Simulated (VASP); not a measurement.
# Si2Mo (spin) (I4/mmm) in VASP: single point with PBE

Aim: the single point of Si2Mo (spin) with PBE.

All numbers are computed with VASP 6.6.1; they aren't measurements. Logs are shortened: lines on timing, memory, paths and dates and some standing lists are left out, and cuts for length are marked.

**1. The cell of the first run**

The structure is tetragonal, space group I4/mmm (No. 139). Conventional cell: a = 3.200 Å, b = 3.200 Å, c = 7.861 Å, α = 90.00°, β = 90.00°, γ = 90.00°. Si (site symmetry 4mm) has 9 Si at 2.61 to 3.20 Å and 5 Mo at 2.62 Å within 3.4 Å. Within 3.5 Å of Mo (site symmetry 4/mmm) lie 10 Si at 2.62 Å and 4 Mo at 3.20 Å.

**2. Single point, PBE, collinear spin, ferromagnetic start**

File INCAR:

```
SYSTEM = Si2Mo
  PREC = Accurate
  ENCUT = 500
  EDIFF = 1E-6
  ISMEAR = 0
  SIGMA = 0.1
  LREAL = .False.
  LASPH = .True.
  NELM = 200
  ALGO = Normal
  ISIF = 2
  LWAVE = .False.
  LCHARG = .True.
  ISPIN = 2
  MAGMOM = 0 0 1
  LORBIT = 11
  LMAXMIX = 4
  GGA = PE
  LELF = .True.
  LVHAR = .True.
  NBANDS = 22
  GGA_COMPAT = .False.
```

File KPOINTS:

```
regular mesh
0
Gamma
  8 8 8
  0 0 0
```

File POSCAR:

```
Si2Mo
1.0
   -1.6000000000      1.6000000000      3.9305000000
    1.6000000000     -1.6000000000      3.9305000000
    1.6000000000      1.6000000000     -3.9305000000
Si Mo
2 1
Direct
    0.3330000000      0.3330000000      0.0000000000
    0.6670000000      0.6670000000      0.0000000000
    0.0000000000      0.0000000000      0.0000000000
```

Potentials or basis: VASP PAW PBE potentials, release 64 (Si, Mo_sv).

On the command line:

```
$ cat potpaw_PBE.64/Si/POTCAR potpaw_PBE.64/Mo_sv/POTCAR > POTCAR
$ mpirun -np 1 vasp_std > vasp.out
```

OUTCAR:

```text
SYSTEM = Si2Mo
   PREC = Accurate
   ENCUT = 500
   EDIFF = 1E-6
   ISMEAR = 0
   LREAL = .False.
   LASPH = .True.
   NELM = 200
   ISIF = 2
   ISPIN = 2
   LORBIT = 11
   GGA = PE

 ion  position               nearest neighbor table
   1  0.333  0.333  0.000-   2 2.61   2 2.61   2 2.61   2 2.61   3 2.62   3 2.62   3 2.62   3 2.62
                             3 2.62   2 2.63
   2  0.667  0.667  0.000-   1 2.61   1 2.61   1 2.61   1 2.61   3 2.62   3 2.62   3 2.62   3 2.62
                             3 2.62   1 2.63
   3  0.000  0.000  0.000-   2 2.62   1 2.62   2 2.62   1 2.62   2 2.62   1 2.62   1 2.62   2 2.62
                             1 2.62   2 2.62

  LATTYP: Found a body centered tetragonal cell.
 ALAT       =     3.2000000000
 C/A-ratio  =     2.4565625000

  Lattice vectors:

 A1 = (  -1.6000000000,   1.6000000000,   3.9305000000)
 A2 = (   1.6000000000,  -1.6000000000,   3.9305000000)
 A3 = (   1.6000000000,   1.6000000000,  -3.9305000000)

Analysis of symmetry for initial positions (statically):
=====================================================================
 Subroutine PRICEL returns:
 Original cell was already a primitive cell.

 Routine SETGRP: Setting up the symmetry group for a
 body centered tetragonal supercell.

 Subroutine GETGRP returns: Found 16 space group operations
 (whereof 16 operations were pure point group operations)
 out of a pool of 16 trial point group operations.

The static configuration has the point symmetry D_4h.

Analysis of symmetry for dynamics (positions and initial velocities):
=====================================================================
 Subroutine PRICEL returns:
 Original cell was already a primitive cell.

 Routine SETGRP: Setting up the symmetry group for a
 body centered tetragonal supercell.

 Subroutine GETGRP returns: Found 16 space group operations
 (whereof 16 operations were pure point group operations)
 out of a pool of 16 trial point group operations.

The dynamic configuration has the point symmetry D_4h.

Analysis of structural, dynamic, and magnetic symmetry:
=====================================================================
 Subroutine PRICEL returns:
 Original cell was already a primitive cell.

 Routine SETGRP: Setting up the symmetry group for a
 body centered tetragonal supercell.

 Subroutine GETGRP returns: Found 16 space group operations
 (whereof 16 operations were pure point group operations)
 out of a pool of 16 trial point group operations.

The overall configuration has the point symmetry D_4h.

 Subroutine INISYM returns: Found 16 space group operations
 (whereof 16 operations are pure point group operations),
 and found     1 'primitive' translations

----------------------------------------------------------------------------------------

                                     Primitive cell

  volume of cell :      40.2483

  direct lattice vectors                    reciprocal lattice vectors
    -1.600000000  1.600000000  3.930500000     0.000000000  0.312500000  0.127210279
     1.600000000 -1.600000000  3.930500000     0.312500000  0.000000000  0.127210279
     1.600000000  1.600000000 -3.930500000     0.312500000  0.312500000  0.000000000

  length of vectors
     4.535287229  4.535287229  4.535287229     0.337399918  0.337399918  0.441941738

  position of ions in fractional coordinates (direct lattice)
     0.333000000  0.333000000  0.000000000
     0.667000000  0.667000000  0.000000000
     0.000000000  0.000000000  0.000000000

  ion indices of the primitive-cell ions
   primitive index   ion index
                 1           1
                 2           2
                 3           3

----------------------------------------------------------------------------------------

 KPOINTS: regular mesh

Automatic generation of k-mesh.
 Grid dimensions read from file:
 generate k-points for:    8    8    8

 Generating k-lattice:

  Cartesian coordinates                     Fractional coordinates (reciprocal lattice)
     0.000000000  0.039062500  0.015901285     0.125000000  0.000000000 -0.000000000
     0.039062500  0.000000000  0.015901285     0.000000000  0.125000000 -0.000000000
     0.039062500  0.039062500  0.000000000     0.000000000  0.000000000  0.125000000

  Length of vectors
     0.042174990  0.042174990  0.055242717

  Shift w.r.t. Gamma in fractional coordinates (k-lattice)
     0.000000000  0.000000000  0.000000000

 Subroutine IBZKPT returns following result:
 ===========================================

 Found     59 irreducible k-points:

 Following reciprocal coordinates:
            Coordinates               Weight
  0.000000  0.000000  0.000000      1.000000
  0.125000  0.000000  0.000000      8.000000
  0.250000  0.000000  0.000000      8.000000
  0.375000  0.000000 -0.000000      8.000000
  0.500000  0.000000  0.000000      4.000000
  0.125000  0.125000  0.000000      8.000000
[... 16 lines left out ...]
  0.250000  0.125000  0.125000     16.000000
  0.375000  0.125000  0.125000      8.000000
 [... further k-points ...]
   k-points           NKPTS =     59   k-points in BZ     NKDIM =     59   number of bands    NBANDS=     22
   number of dos      NEDOS =    301   number of ions     NIONS =      3
   total plane-waves  NPLWV =  46656
   dimension x,y,z NGX =    36 NGY =   36 NGZ =   36
   dimension x,y,z NGXF=    72 NGYF=   72 NGZF=   72
   ions per type =               2   1
   NGX,Y,Z   is equivalent  to a cutoff of  13.20, 13.20, 13.20 a.u.
   NGXF,Y,Z  is equivalent  to a cutoff of  26.39, 26.39, 26.39 a.u.
 SYSTEM =  Si2Mo
   PREC   = accura    normal or accurate (medium, high low for compatibility)
   ISTART =      0    job   : 0-new  1-cont  2-samecut
   ICHARG =      2    charge: 1-file 2-atom 10-const
   ISPIN  =      2    spin polarized calculation?
   LNONCOLLINEAR =      F non collinear calculations
   LSORBIT =      F    spin-orbit coupling
   LASPH  =      T    aspherical Exc in radial PAW
   ENCUT  =  500.0 eV  36.75 Ry    6.06 a.u.   8.27  8.27  8.27*2*pi/ulx,y,z
   NELM   =    200;   NELMIN=  2; NELMDL= -5     # of ELM steps
   EDIFF  = 0.1E-05   stopping-criterion for ELM
   LREAL  =      F    real-space projection
   EDIFFG = 0.1E-04   stopping-criterion for IOM
   NSW    =      0    number of steps for IOM
   IBRION =     -1    ionic relax: 0-MD 1-quasi-New 2-CG
   NFREE  =      0    steps in history (QN), initial steepest desc. (CG)
   ISIF   =      2    stress and relaxation
   ISYM   =      2    0-nonsym 1-usesym 2-fastsym
   POTIM  = 0.5000    time-step for ionic-motion
   TEBEG  =    0.0;   TEEND  =   0.0 temperature during run
   PSTRESS=    0.0 pullay stress
   NELECT =      22.0000    total number of electrons
   NUPDOWN=      -1.0000    fix difference up-down
   EMIN   =  10.00;   EMAX   =-10.00  energy-range for DOS
   EFERMI =   0.00;   METHOD = LEGACY
   ISMEAR =     0;   SIGMA  =   0.10  broadening in eV -4-tet -1-fermi 0-gaus
   EFERMI_NEDOS =   21; number of points for ismear=-14 and -15
   IALGO  =     38    algorithm
   IMIX   =      4    mixing-type and parameters
     AMIX     =   0.40;   BMIX     =  1.00
     AMIX_MAG =   1.60;   BMIX_MAG =  1.00
  volume/ion in A,a.u.               =      13.42        90.54
  Fermi-wavevector in a.u.,A,eV,Ry     =   1.338546  2.529484 24.377614  1.791704
  Thomas-Fermi vector in A             =   2.467007
   LORBIT       =     11    0 simple, 1 ext, 2 COOP (PROOUT), +10 PAW based schemes
   GGA     = PE    functional components
   LHFCALC =     F    Hartree Fock is set to
   AEXX    =    0.0000 exact exchange contribution
   IVDW    =     0    specifies the selected vdW correction
   LEPSILON=     F    determine dielectric tensor
   LRPA    =     F    only Hartree local field effects (RPA)
 spin polarized calculation
 Gauss-broadening in eV      SIGMA  =   0.10
  energy-cutoff  :      500.00
  volume of cell :       40.25
 maximum number of plane-waves:      1039
 NGX is ok and might be reduce to    36
   NGX = 17   NGY = 17   NGZ = 17

 number of electron      22.0000000 magnetization       0.0003511

 number of electron      22.0000000 magnetization      -0.0000923

 Free energy of the ion-electron system (eV)
  ---------------------------------------------------
  ext. energy  EPLUGINS =         0.00000000
  ---------------------------------------------------
  free energy    TOTEN  =       -23.25503331 eV

  energy without entropy =      -23.25415580  energy(sigma->0) =      -23.25459455

 E-fermi :  12.1862     XC(G=0): -12.4278

 val. band max:       12.0273451261   @ k =  -0.2500  -0.3750   0.2500
 cond. band min:      12.2286836750   @ k =  -0.3750   0.5000   0.3750
 fundamental gap:      0.2013385489
 Fermi energy:        12.1861830947

 spin component 1

 k-point     1 :       0.0000    0.0000    0.0000
  band No.  band energies     occupation
      1     -48.4601      1.00000
      2     -22.6294      1.00000
      3     -22.5230      1.00000
      4     -22.5230      1.00000
      5      -1.1917      1.00000
      6       5.9316      1.00000
[... 14 lines left out ...]
     21      25.8225      0.00000
     22      27.1825      0.00000
[... 552 lines left out ...]
  band No.  band energies     occupation
      1     -48.4328      1.00000
      2     -22.7583      1.00000
      3     -22.6198      1.00000
      4     -22.5956      1.00000
      5       3.0231      1.00000
      6       3.5087      1.00000
[... 14 lines left out ...]
     21      25.0225      0.00000
     22      26.9905      0.00000

 [... further k-points ...]

 spin component 2

 k-point     1 :       0.0000    0.0000    0.0000
  band No.  band energies     occupation
      1     -48.4606      1.00000
      2     -22.6299      1.00000
      3     -22.5234      1.00000
      4     -22.5234      1.00000
      5      -1.1915      1.00000
      6       5.9315      1.00000
[... 14 lines left out ...]
     21      25.8227      0.00000
     22      27.1828      0.00000
[... 552 lines left out ...]
  band No.  band energies     occupation
      1     -48.4333      1.00000
      2     -22.7588      1.00000
      3     -22.6203      1.00000
      4     -22.5961      1.00000
      5       3.0232      1.00000
      6       3.5089      1.00000
[... 14 lines left out ...]
     21      25.0226      0.00000
     22      26.9860      0.00000

 [... further k-points ...]
[... 5 lines left out ...]
  --------------------------------------------------------------------------------------
  -------------------------------------------------------------------------------------
  Total        0.7324791      0.7324791      0.3353990      0.0000000      0.0000000     -0.0000000
  in kB       29.1580210     29.1580210     13.3513319      0.0000000      0.0000000     -0.0000000
  external PRESSURE =      23.8891246 kB  Pullay stress =       0.0000000 kB

 VOLUME and BASIS-vectors are now :
 -----------------------------------------------------------------------------
  energy-cutoff  :      500.00
  volume of cell :       40.25
      direct lattice vectors                 reciprocal lattice vectors
    -1.600000000  1.600000000  3.930500000     0.000000000  0.312500000  0.127210279
     1.600000000 -1.600000000  3.930500000     0.312500000  0.000000000  0.127210279
     1.600000000  1.600000000 -3.930500000     0.312500000  0.312500000  0.000000000

 POSITION                                       TOTAL-FORCE (eV/Angst)
 -----------------------------------------------------------------------------------
      0.00000      0.00000      2.61771        -0.000000     -0.000000      0.313106
      0.00000      0.00000      5.24329        -0.000000     -0.000000     -0.313106
      0.00000      0.00000      0.00000         0.000000      0.000000     -0.000000
 -----------------------------------------------------------------------------------
    total drift:                                0.000000      0.000000     -0.000000

  FREE ENERGIE OF THE ION-ELECTRON SYSTEM (eV)
  ---------------------------------------------------
  free  energy   TOTEN  =       -23.2550333118 eV

  energy  without entropy=      -23.2541557979  energy(sigma->0) =      -23.25459455

 total charge

# of ion       s       p       d       tot
------------------------------------------
    1        0.741   0.877   0.000   1.618
    2        0.741   0.877   0.000   1.618
    3        2.284   6.206   4.177  12.666
--------------------------------------------------
tot          3.765   7.961   4.177  15.903

 magnetization (x)

# of ion       s       p       d       tot
------------------------------------------
    1        0.000   0.000   0.000   0.000
    2        0.000   0.000   0.000   0.000
    3       -0.000  -0.000  -0.000  -0.000
--------------------------------------------------
tot          0.000   0.000  -0.000  -0.000
```

It took 4.1 min on 1 thread of Intel Xeon 8259CL, shared host; peak memory 0.28 GiB.

What came out:

- Free energy: -23.2550 eV
- Pressure: 2.4 GPa
- Largest force: 0.313 eV/Å
- Band gap on the k mesh: zero (filled and empty bands overlap)
- Net moment: 0.00 μB per cell
- Valence electrons inside the program's atomic spheres: Si 1.62; Mo 12.67

Forces in eV/Å, atoms in the order of the input:
```
Si   0.000  0.000  0.313
Si   0.000  0.000 -0.313
Mo   0.000  0.000  0.000
```

Stress tensor (GPa, compression positive):
```
2.92 0.00 0.00
0.00 2.92 0.00
0.00 0.00 1.34
```

Levels at points of the mesh, in eV from the Fermi level:
Spin up:
| k point | band 8 | band 9 | band 10 | band 11 | band 12 | band 13 | band 14 | band 15 |
| --- | --- | --- | --- | --- | --- | --- | --- | --- |
| (0.00, 0.00, 0.00) | -2.93 | -2.58 | -2.58 | 0.50 | 3.15 | 3.19 | 3.72 | 3.72 |
| (0.50, 0.00, 0.00) | -4.39 | -2.53 | -2.42 | -0.43 | 2.36 | 3.10 | 4.12 | 4.34 |
| (0.50, 0.50, 0.00) | -5.20 | -4.41 | -2.98 | -1.05 | 2.41 | 2.80 | 3.09 | 3.33 |
| (0.50, 0.50, 0.50) | -2.20 | -0.50 | -0.50 | -0.45 | -0.45 | 0.64 | 4.70 | 5.24 |
Spin down:
```
           k point  band 7  band 8  band 9  band 10  band 11  band 12  band 13  band 14  band 15  band 16
(0.00, 0.00, 0.00)   -3.38   -2.93   -2.58    -2.58     0.50     3.15     3.19     3.72     3.72     4.15
(0.50, 0.00, 0.00)   -4.82   -4.39   -2.53    -2.42    -0.43     2.35     3.10     4.11     4.34     5.56
(0.50, 0.50, 0.00)   -5.62   -5.20   -4.41    -2.98    -1.05     2.41     2.80     3.09     3.33     4.90
(0.50, 0.50, 0.50)   -3.41   -2.20   -0.50    -0.50    -0.45    -0.45     0.64     4.70     5.24     5.98
```
